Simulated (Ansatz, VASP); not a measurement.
AlGa3N4: VASP beside Ansatz

The input POSCAR:

```
AlGa3N4
1.0
    5.1510825150      0.0000000000      0.0000622431
    0.0000000000      3.1792379168      0.0000000000
   -0.0036184697      0.0000000000      5.3948396732
Al Ga N
1 3 4
Direct
    0.0001350419      0.5000000000      0.6678038503
    0.4985240658      0.5000000000      0.3344332955
    0.4985810700      0.0000000000      0.8307060948
    0.9991386729      0.0000000000      0.1668711138
    0.1201039387      0.5000000000      0.3386819566
    0.1178426257      0.0000000000      0.8239696763
    0.6207721955      0.0000000000      0.1682338073
    0.6325023997      0.5000000000      0.6693012053
```

Contents of INCAR.step1:

```
  PREC = Accurate
  ENCUT = 520
  ISMEAR = 0
  SIGMA = 0.02
  LREAL = False
  LASPH = True
  NELM = 60
  NBANDS = 41
  GGA = PE
  ALGO = Normal
  EDIFF = 1E-4
  LWAVE = True
  LCHARG = False
```

Contents of INCAR.step2:

```
  PREC = Accurate
  ENCUT = 520
  EDIFF = 1E-7
  ISMEAR = 0
  SIGMA = 0.02
  LREAL = False
  LASPH = True
  NELM = 60
  ALGO = Normal
  ISIF = 2
  LWAVE = False
  LCHARG = False
  METAGGA = R2SCAN
  LMIXTAU = True
  NBANDS = 41
  ISTART = 1
```

KPOINTS

```
regular mesh
0
Gamma
  6 8 4
```

Input for Ansatz:

```yaml
crystal:
  lattice:
    - [5.151082515, 0.0, 6.22431e-05]
    - [0.0, 3.1792379168, 0.0]
    - [-0.0036184697, 0.0, 5.3948396732]
  atoms:
    - { symbol: Al, position: [0.0001350419, 0.5, 0.6678038503] }
    - { symbol: Ga, position: [0.4985240658, 0.5, 0.3344332955] }
    - { symbol: Ga, position: [0.49858107, 0.0, 0.8307060948] }
    - { symbol: Ga, position: [0.9991386729, 0.0, 0.1668711138] }
    - { symbol: "N", position: [0.1201039387, 0.5, 0.3386819566] }
    - { symbol: "N", position: [0.1178426257, 0.0, 0.8239696763] }
    - { symbol: "N", position: [0.6207721955, 0.0, 0.1682338073] }
    - { symbol: "N", position: [0.6325023997, 0.5, 0.6693012053] }
basis:
  ecutwfc: 500
kpoints:
  mp_grid: { grid: [6, 8, 4] }
  band_path: { path: [VBM, CBM], npoints: 2 }
hamiltonian:
  xc: r2scan
scf:
  occupations: { method: gaussian, width: 0.02 }
output:
  forces: true
  stress: true
  eigenvalues: true
checkpoint:
  read: start.run
  write: ck
  compress: false
  write_wavefunctions: false
  write_every: 100000
```

Alike in both runs: task single point; functional r2SCAN; k mesh 6 × 8 × 4; occupations gaussian, width 0.02 eV; no spin polarisation.

|  | VASP | Ansatz |
| --- | --- | --- |
| version | VASP 6.6.1 | Ansatz 0.2.0 |
| potentials or method | VASP PAW PBE potentials, release 64 (Al, Ga_d, N), cutoff 520 eV | scalar-relativistic, plane waves, PAW |
| valence electrons in the cell | 62 | 62 |

VASP gave:

```
gap on the k mesh at the Fermi level (eV)                     : 2.88
least direct gap on the mesh (eV)                             : 2.88
pressure (GPa)                                                : 2.3
traceless stress, the component that is largest in VASP (GPa) : 3.19
rms of the force components (eV/Å)                            : 0.030
```

**Question.** Estimate Ansatz's values.

**Answer.** gap on the k mesh at the Fermi level (eV): 2.88; least direct gap on the mesh (eV): 2.88; pressure (GPa): 1.6; traceless stress, the component that is largest in VASP (GPa): 3.14; rms of the force components (eV/Å): 0.001.

VASP's potentials were made for PBE, not for r2SCAN. Atom by atom the forces differ by 0.030 eV/Å (rms over components).
